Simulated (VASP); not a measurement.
# Cu (Fm-3m) in VASP: a series of runs

Runs on Cu. Level: PBE. Tasks: single point, relaxation of cell and atoms.

All numbers are computed with VASP 6.6.1; they aren't measurements. Logs are shortened: lines on timing, memory, paths and dates and some standing lists are left out, and cuts for length are marked.

### 1 The cell of the first run

The structure is cubic, space group Fm-3m (No. 225). The conventional cell has a = 3.648 Å, b = 3.648 Å, c = 3.648 Å, α = 90.00°, β = 90.00°, γ = 90.00°. Within 3.4 Å of Cu (site symmetry m-3m) lie 12 Cu at 2.58 Å.

### 2 Single point, PBE

The input, INCAR:

```
  PREC = Accurate
  ENCUT = 520
  EDIFF = 1E-6
  ISMEAR = 0
  SIGMA = 0.1
  LREAL = F
  LASPH = T
  NELM = 60
  ALGO = Normal
  ISIF = 2
  LWAVE = F
  LCHARG = F
  GGA = PE
  NBANDS = 12
```

The input, KPOINTS:

```
Automatic mesh
0
Gamma
  20 20 20
```

The input, POSCAR:

```
Cu
1.0
    0.0000000000      1.8238093412      1.8238093412
    1.8238093412      0.0000000000      1.8238093412
    1.8238093412      1.8238093412      0.0000000000
Cu
1
Direct
    0.0000000000      0.0000000000      0.0000000000
```

Potentials or basis: VASP PAW PBE potentials, release 64 (Cu).

Started as:

```sh
$ cat potpaw_PBE.64/Cu/POTCAR > POTCAR
$ mpirun -np 1 vasp_std > vasp.out
```

OUTCAR:

```text
PREC = Accurate
   ENCUT = 520
   EDIFF = 1E-6
   ISMEAR = 0
   LREAL = F
   LASPH = T
   NELM = 60
   ISIF = 2
   GGA = PE

 ion  position               nearest neighbor table
   1  0.000  0.000  0.000-

  LATTYP: Found a face centered cubic cell.
 ALAT       =     3.6476186824

  Lattice vectors:

 A1 = (   0.0000000000,   1.8238093412,   1.8238093412)
 A2 = (   1.8238093412,   0.0000000000,   1.8238093412)
 A3 = (   1.8238093412,   1.8238093412,   0.0000000000)

Analysis of symmetry for initial positions (statically):
=====================================================================
 Subroutine PRICEL returns:
 Original cell was already a primitive cell.

 Routine SETGRP: Setting up the symmetry group for a
 face centered cubic supercell.

 Subroutine GETGRP returns: Found 48 space group operations
 (whereof 48 operations were pure point group operations)
 out of a pool of 48 trial point group operations.

The static configuration has the point symmetry O_h .

Analysis of symmetry for dynamics (positions and initial velocities):
=====================================================================
 Subroutine PRICEL returns:
 Original cell was already a primitive cell.

 Routine SETGRP: Setting up the symmetry group for a
 face centered cubic supercell.

 Subroutine GETGRP returns: Found 48 space group operations
 (whereof 48 operations were pure point group operations)
 out of a pool of 48 trial point group operations.

The dynamic configuration has the point symmetry O_h .

 Subroutine INISYM returns: Found 48 space group operations
 (whereof 48 operations are pure point group operations),
 and found     1 'primitive' translations

----------------------------------------------------------------------------------------

                                     Primitive cell

  volume of cell :      12.1330

  direct lattice vectors                    reciprocal lattice vectors
     0.000000000  1.823809341  1.823809341    -0.274151463  0.274151463  0.274151463
     1.823809341  0.000000000  1.823809341     0.274151463 -0.274151463  0.274151463
     1.823809341  1.823809341  0.000000000     0.274151463  0.274151463 -0.274151463

  length of vectors
     2.579255906  2.579255906  2.579255906     0.474844264  0.474844264  0.474844264

  position of ions in fractional coordinates (direct lattice)
     0.000000000  0.000000000  0.000000000

  ion indices of the primitive-cell ions
   primitive index   ion index
                 1           1

----------------------------------------------------------------------------------------

 KPOINTS: Automatic mesh

Automatic generation of k-mesh.
 Grid dimensions read from file:
 generate k-points for:   20   20   20

 Generating k-lattice:

  Cartesian coordinates                     Fractional coordinates (reciprocal lattice)
    -0.013707573  0.013707573  0.013707573     0.050000000  0.000000000  0.000000000
     0.013707573 -0.013707573  0.013707573     0.000000000  0.050000000  0.000000000
     0.013707573  0.013707573 -0.013707573     0.000000000  0.000000000  0.050000000

  Length of vectors
     0.023742213  0.023742213  0.023742213

  Shift w.r.t. Gamma in fractional coordinates (k-lattice)
     0.000000000  0.000000000  0.000000000

 Subroutine IBZKPT returns following result:
 ===========================================

 Found    256 irreducible k-points:

 Following reciprocal coordinates:
            Coordinates               Weight
  0.000000  0.000000  0.000000      1.000000
  0.050000  0.000000  0.000000      8.000000
  0.100000  0.000000  0.000000      8.000000
  0.150000  0.000000  0.000000      8.000000
  0.200000  0.000000  0.000000      8.000000
  0.250000  0.000000  0.000000      8.000000
[... 16 lines left out ...]
 -0.400000  0.050000  0.000000     24.000000
 -0.350000  0.050000  0.000000     24.000000
 [... further k-points ...]
   k-points           NKPTS =    256   k-points in BZ     NKDIM =    256   number of bands    NBANDS=     12
   number of dos      NEDOS =    301   number of ions     NIONS =      1
   total plane-waves  NPLWV =   8000
   dimension x,y,z NGX =    20 NGY =   20 NGZ =   20
   dimension x,y,z NGXF=    40 NGYF=   40 NGZF=   40
   ions per type =               1
   NGX,Y,Z   is equivalent  to a cutoff of  12.89, 12.89, 12.89 a.u.
   NGXF,Y,Z  is equivalent  to a cutoff of  25.78, 25.78, 25.78 a.u.
 SYSTEM =  unknown system
   PREC   = accura    normal or accurate (medium, high low for compatibility)
   ISTART =      0    job   : 0-new  1-cont  2-samecut
   ICHARG =      2    charge: 1-file 2-atom 10-const
   ISPIN  =      1    spin polarized calculation?
   LNONCOLLINEAR =      F non collinear calculations
   LSORBIT =      F    spin-orbit coupling
   LASPH  =      T    aspherical Exc in radial PAW
   ENCUT  =  520.0 eV  38.22 Ry    6.18 a.u.   4.80  4.80  4.80*2*pi/ulx,y,z
   NELM   =     60;   NELMIN=  2; NELMDL= -5     # of ELM steps
[... 119 lines left out ...]
      3       4.4659      2.00000
      4       4.4659      2.00000
      5       5.1000      2.00000
      6       5.1000      2.00000
      7      21.9344      0.00000
      8      29.8305      0.00000
      9      30.0788      0.00000
     10      30.0788      0.00000
     11      36.3805      0.00000
     12      36.4786      0.00000

 k-point     6 :       0.2500    0.0000    0.0000
  band No.  band energies     occupation
      1       0.1937      2.00000
      2       4.0724      2.00000
      3       4.4619      2.00000
      4       4.4619      2.00000
      5       5.1805      2.00000
      6       5.1805      2.00000
      7      19.4785      0.00000
      8      29.4824      0.00000
      9      29.6662      0.00000
     10      29.6662      0.00000
     11      35.3053      0.00000
     12      35.3053      0.00000

 k-point     7 :       0.3000    0.0000    0.0000
  band No.  band energies     occupation
      1       0.9526      2.00000
      2       4.1508      2.00000
      3       4.4237      2.00000
      4       4.4237      2.00000
      5       5.3004      2.00000
      6       5.3004      2.00000
      7      17.1530      0.00000
      8      29.0887      0.00000
      9      29.3531      0.00000
     10      29.3531      0.00000
     11      34.1891      0.00000
     12      34.1891      0.00000

 k-point     8 :       0.3500    0.0000    0.0000
  band No.  band energies     occupation
      1       1.6299      2.00000
      2       4.3721      2.00000
      3       4.3721      2.00000
      4       4.4549      2.00000
      5       5.4302      2.00000
      6       5.4302      2.00000
      7      14.9948      0.00000
      8      28.7116      0.00000
      9      29.1343      0.00000
     10      29.1343      0.00000
     11      33.2539      0.00000
     12      33.2539      0.00000
[... 166 lines left out ...]
 k-point    20 :       0.4500    0.0500    0.0000
  band No.  band energies     occupation
      1       2.2805      2.00000
      2       4.2686      2.00000
      3       4.3320      2.00000
      4       5.1248      2.00000
      5       5.6292      2.00000
      6       6.1306      2.00000
      7      12.0290      0.00000
      8      27.6639      0.00000
      9      27.8690      0.00000
     10      28.6483      0.00000
     11      32.9174      0.00000
     12      33.3205      0.00000

 k-point    21 :       0.5000    0.0500    0.0000
  band No.  band energies     occupation
      1       2.3730      2.00000
      2       4.2513      2.00000
      3       4.3104      2.00000
      4       5.3277      2.00000
      5       5.6477      2.00000
      6       6.6643      2.00000
      7      10.9840      0.00000
      8      27.3376      0.00000
      9      28.1804      0.00000
     10      28.4196      0.00000
     11      32.7769      0.00000
     12      33.0129      0.00000

 k-point    22 :      -0.4500    0.0500    0.0000
  band No.  band energies     occupation
      1       2.3562      2.00000
      2       4.2590      2.00000
      3       4.3108      2.00000
      4       5.3122      2.00000
      5       5.6124      2.00000
      6       6.5350      2.00000
      7      11.2200      0.00000
      8      27.0214      0.00000
      9      28.4804      0.00000
     10      28.6578      0.00000
     11      32.4129      0.00000
     12      33.2487      0.00000

 k-point    23 :      -0.4000    0.0500    0.0000
  band No.  band energies     occupation
      1       2.2164      2.00000
      2       4.2897      2.00000
      3       4.3339      2.00000
      4       5.0267      2.00000
      5       5.5273      2.00000
      6       5.9937      2.00000
      7      12.5496      0.00000
      8      26.8111      0.00000
      9      28.7392      0.00000
     10      29.2774      0.00000
     11      32.2486      0.00000
     12      33.6045      0.00000

 k-point    24 :      -0.3500    0.0500    0.0000
  band No.  band energies     occupation
      1       1.8677      2.00000
      2       4.3380      2.00000
      3       4.3762      2.00000
      4       4.5155      2.00000
      5       5.4038      2.00000
      6       5.6777      2.00000
      7      14.3802      0.00000
      8      26.7392      0.00000
      9      29.1476      0.00000
     10      29.9738      0.00000
     11      32.3387      0.00000
     12      34.0353      0.00000

 [... further k-points ...]
[... 5 lines left out ...]
  --------------------------------------------------------------------------------------
  -------------------------------------------------------------------------------------
  Total       -0.1072785     -0.1072785     -0.1072785     -0.0000000     -0.0000000      0.0000000
  in kB      -14.1662558    -14.1662558    -14.1662558     -0.0000000     -0.0000000      0.0000000
  external PRESSURE =     -14.1662558 kB  Pullay stress =       0.0000000 kB

 VOLUME and BASIS-vectors are now :
 -----------------------------------------------------------------------------
  energy-cutoff  :      520.00
  volume of cell :       12.13
      direct lattice vectors                 reciprocal lattice vectors
     0.000000000  1.823809341  1.823809341    -0.274151463  0.274151463  0.274151463
     1.823809341  0.000000000  1.823809341     0.274151463 -0.274151463  0.274151463
     1.823809341  1.823809341  0.000000000     0.274151463  0.274151463 -0.274151463

 POSITION                                       TOTAL-FORCE (eV/Angst)
 -----------------------------------------------------------------------------------
      0.00000      0.00000      0.00000         0.000000     -0.000000      0.000000
 -----------------------------------------------------------------------------------
    total drift:                               -0.000000     -0.000000     -0.000000

  FREE ENERGIE OF THE ION-ELECTRON SYSTEM (eV)
  ---------------------------------------------------
  free  energy   TOTEN  =        -3.7289709899 eV

  energy  without entropy=       -3.7276159657  energy(sigma->0) =       -3.72829348
```

It took 49 s on 1 thread of AMD EPYC 7R43 (Zen 3), shared host; peak memory 0.11 GiB.

Results:

```
Free energy : -3.7290 eV
Pressure    : -1.4 GPa
```

Levels at points of the mesh, in eV from the Fermi level:
| k point | band 3 | band 4 | band 5 | band 6 | band 7 | band 8 | band 9 | band 10 |
| --- | --- | --- | --- | --- | --- | --- | --- | --- |
| (0.00, 0.00, 0.00) | -2.92 | -2.92 | -2.13 | -2.13 | 22.40 | 24.84 | 24.84 | 24.84 |
| (0.50, 0.00, 0.00) | -2.95 | -1.58 | -1.58 | -0.90 | 3.65 | 20.91 | 21.68 | 21.68 |
| (0.50, 0.50, 0.00) | -1.60 | -1.45 | -1.45 | 1.54 | 6.95 | 12.90 | 12.90 | 17.33 |

### 3 Relaxation of cell and atoms, PBE, target pressure 40 GPa, at which the enthalpy is minimised

This run uses another cell than the first one, of 9.91 Å³/atom, 0.817 times its volume.

The input, INCAR:

```
SYSTEM = Cu
  ALGO = Normal
  EDIFF = 1E-7
  EDIFFG = -0.008
  ENCUT = 600
  GGA = PE
  IBRION = 2
  ISIF = 3
  ISMEAR = 0
  LASPH = .True.
  LCHARG = .False.
  LREAL = .False.
  LWAVE = .False.
  NELM = 60
  NSW = 70
  PREC = Accurate
  PSTRESS = 400.0
  SIGMA = 0.1
```

The input, KPOINTS:

```
k-points
0
Gamma
  20 20 20
  0 0 0
```

The input, POSCAR:

```
Cu
1.0
    0.0000000000      1.7047972945      1.7047972945
    1.7047972945      0.0000000000      1.7047972945
    1.7047972945      1.7047972945      0.0000000000
Cu
1
Direct
    0.0000000000      0.0000000000      0.0000000000
```

Potentials or basis: VASP PAW PBE potentials, release 64 (Cu).

Started as:

```sh
$ cat potpaw_PBE.64/Cu/POTCAR > POTCAR
$ mpirun -np 1 vasp_std > vasp.out
```

Wall time 70 s (1 thread of AMD EPYC 7R43 (Zen 3), shared host); peak memory 0.11 GiB.

Results (log left out):

```
Free energy                                            : -3.5205 eV
Relaxed volume                                         : 10.00 Å³/atom
Relaxed cell                                           : a = 2.418 Å, b = 2.418 Å, c = 2.418 Å, α = 60.00°, β = 60.00°, γ = 60.00°
Space group after relaxing (to 0.05 Å)                 : Fm-3m (No. 225)
Energy change on relaxing (the enthalpy is what falls) : -23.3 meV/atom
Ionic steps                                            : 3
Pressure after relaxing                                : 40.0 GPa
```

The path:
| step | energy change (eV) | largest force (eV/Å) | pressure (GPa) | volume (Å³) |
| --- | --- | --- | --- | --- |
| 1 | 0.0000 | 0.0000 | 42.95 | 9.91 |
| 2 | -0.0637 | 0.0000 | 34.72 | 10.17 |
| 3 | -0.0233 | 0.0000 | 40.01 | 10.00 |

Final structure:
```
Cu
1.0
     0.00000    1.70994    1.70994
     1.70994    0.00000    1.70994
     1.70994    1.70994    0.00000
Cu
1
Direct
  0.00000 0.00000 0.00000
```

Levels at points of the mesh, in eV from the Fermi level:
```
           k point  band 2  band 3  band 4  band 5  band 6  band 7  band 8  band 9
(0.00, 0.00, 0.00)   -3.61   -3.61   -3.61   -2.54   -2.54   23.89   27.87   27.87
(0.50, 0.00, 0.00)   -3.66   -3.66   -1.81   -1.81   -1.53    4.67   22.30   24.78
(0.50, 0.50, 0.00)   -5.41   -1.83   -1.63   -1.63    1.36    8.34   14.42   14.42
```

Caveat: the cell is relaxed towards a set pressure, so the enthalpy falls and the energy may rise.

### 4 Relaxation of cell and atoms, PBE, target pressure 20 GPa, at which the enthalpy is minimised

This run uses another cell than the first one, of 10.69 Å³/atom, 0.881 times its volume.

The input, INCAR:

```
ALGO = Fast
EDIFF = 1E-6
EDIFFG = -0.008
ENCUT = 600
GGA = PE
IBRION = 2
ISIF = 3
ISMEAR = 0
LASPH = True
LCHARG = False
LREAL = False
LWAVE = False
NELM = 60
NSW = 70
PREC = Accurate
PSTRESS = 200.0
SIGMA = 0.1
```

The input, KPOINTS:

```
k-points
0
Gamma
  20 20 20
```

The input, POSCAR:

```
Cu
1.0
    0.0000000000      1.7486455146      1.7486455146
    1.7486455146      0.0000000000      1.7486455146
    1.7486455146      1.7486455146      0.0000000000
Cu
1
Direct
    0.0000000000      0.0000000000      0.0000000000
```

Started as:

```sh
$ cat potpaw_PBE.64/Cu/POTCAR > POTCAR
$ mpirun -np 1 vasp_std > vasp.out
```

Wall time 87 s (1 thread of AMD EPYC 7R43 (Zen 3), shared host); peak memory 0.11 GiB.

The run converged. Its results:

- Free energy: -3.6603 eV
- Relaxed volume: 10.76 Å³/atom
- Relaxed cell: a = 2.478 Å, b = 2.478 Å, c = 2.478 Å, α = 60.00°, β = 60.00°, γ = 60.00°
- Space group after relaxing (to 0.05 Å): Fm-3m (No. 225)
- Energy change on relaxing (the enthalpy is what falls): -9.0 meV/atom
- Ionic steps: 3
- Pressure after relaxing: 20.0 GPa

The path:
| step | energy change (eV) | largest force (eV/Å) | pressure (GPa) | volume (Å³) |
| --- | --- | --- | --- | --- |
| 1 | 0.0000 | 0.0000 | 22.17 | 10.69 |
| 2 | -0.0267 | 0.0000 | 16.37 | 10.92 |
| 3 | -0.0090 | 0.0000 | 19.99 | 10.76 |

Final structure:
```
CELL_PARAMETERS angstrom
0.00000 1.75244 1.75244
1.75244 0.00000 1.75244
1.75244 1.75244 0.00000
ATOMIC_POSITIONS crystal
Cu 0.00000 0.00000 0.00000
```

Levels at points of the mesh, in eV from the Fermi level:
| k point | band 4 | band 5 | band 6 | band 7 | band 8 | band 9 |
| --- | --- | --- | --- | --- | --- | --- |
| (0.00, 0.00, 0.00) | -3.32 | -2.37 | -2.37 | 23.34 | 26.72 | 26.72 |
| (0.50, 0.00, 0.00) | -1.71 | -1.71 | -1.27 | 4.26 | 21.79 | 23.57 |
| (0.50, 0.50, 0.00) | -1.55 | -1.55 | 1.44 | 7.80 | 13.83 | 13.83 |

Caveat: the cell is relaxed towards a set pressure, so the enthalpy falls and the energy may rise.

### 5 Relaxation of cell and atoms, PBE, target pressure 10 GPa, at which the enthalpy is minimised

This run uses another cell than the first one, of 11.23 Å³/atom, 0.926 times its volume.

The input, INCAR:

```
PREC     = Accurate       # precision mode
ENCUT    = 600            # plane-wave cutoff, eV
EDIFF    = 1E-6           # SCF threshold, eV
ISMEAR   = 0              # smearing method
SIGMA    = 0.1            # smearing width, eV
LREAL    = False          # projectors in reciprocal space
LASPH    = True           # aspherical terms in the spheres
NELM     = 80             # most SCF steps
ALGO     = Normal         # electronic algorithm
ISIF     = 3              # what is computed and relaxed
LWAVE    = False          # write WAVECAR
LCHARG   = False          # write CHGCAR
GGA      = PE             # functional
IBRION   = 2              # ionic algorithm
NSW      = 70             # ionic steps
EDIFFG   = -0.008         # ionic threshold
PSTRESS  = 100.0
```

The input, KPOINTS:

```
Automatic mesh
0
Gamma
  20 20 20
```

The input, POSCAR:

```
Cu
1.0
    0.0000000000      1.7775092196      1.7775092196
    1.7775092196      0.0000000000      1.7775092196
    1.7775092196      1.7775092196      0.0000000000
Cu
1
Direct
    0.0000000000      0.0000000000      0.0000000000
```

Started as:

```sh
$ cat potpaw_PBE.64/Cu/POTCAR > POTCAR
$ mpirun -np 1 vasp_std > vasp.out
```

Run time: 66 s. Hardware: 1 thread of AMD EPYC 7R43 (Zen 3), shared host; peak memory 0.12 GiB.

The run converged. Its results:

| Quantity | Value |
| --- | --- |
| Free energy | -3.7080 eV |
| Relaxed volume | 11.28 Å³/atom |
| Relaxed cell | a = 2.517 Å, b = 2.517 Å, c = 2.517 Å, α = 60.00°, β = 60.00°, γ = 60.00° |
| Space group after relaxing (to 0.05 Å) | Fm-3m (No. 225) |
| Energy change on relaxing (the enthalpy is what falls) | -3.2 meV/atom |
| Ionic steps | 3 |
| Pressure after relaxing | 10.0 GPa |

The path:
```tsv
step	energy change (eV)	largest force (eV/Å)	pressure (GPa)	volume (Å³)
1	0.0000	0.0000	10.91	11.23
2	-0.0065	0.0000	9.33	11.34
3	-0.0032	0.0000	10.03	11.28
```

Final structure:
```xyz
1
Lattice="0.0000 1.7801 1.7801 1.7801 0.0000 1.7801 1.7801 1.7801 0.0000" Properties=species:S:1:pos:R:3 pbc="T T T"
Cu    0.0000    0.0000    0.0000
```

Levels at points of the mesh, in eV from the Fermi level:
```csv
k point,band 4,band 5,band 6,band 7,band 8,band 9
"(0.00, 0.00, 0.00)",-3.15,-2.27,-2.27,22.98,25.99,25.99
"(0.50, 0.00, 0.00)",-1.66,-1.66,-1.12,4.02,21.45,22.82
"(0.50, 0.50, 0.00)",-1.50,-1.50,1.49,7.46,13.47,13.47
```

Caveat: the cell is relaxed towards a set pressure, so the enthalpy falls and the energy may rise.

### 6 The runs side by side

```csv
task,cell,cutoff (eV),gap on the mesh (eV),pressure (GPa)
single point,"a = 2.579 Å, angles 60.0°, 1 atom",520,none,-1.4
relaxation of cell and atoms,"relaxed to 40 GPa from a = 2.411 Å, angles 60.0°, 1 atom",600,none,40.0
relaxation of cell and atoms,"relaxed to 20 GPa from a = 2.473 Å, angles 60.0°, 1 atom",600,none,20.0
relaxation of cell and atoms,"relaxed to 10 GPa from a = 2.514 Å, angles 60.0°, 1 atom",600,none,10.0
```

Alike in all rows: level PBE; potentials or basis VASP PAW PBE potentials, release 64 (Cu); no spin polarisation; k mesh 20 × 20 × 20; smearing gaussian 0.1 eV.

Caveats: the cell is relaxed towards a set pressure, so the enthalpy falls and the energy may rise (some runs).

Absolute energies hang on the potentials; compare differences alone.
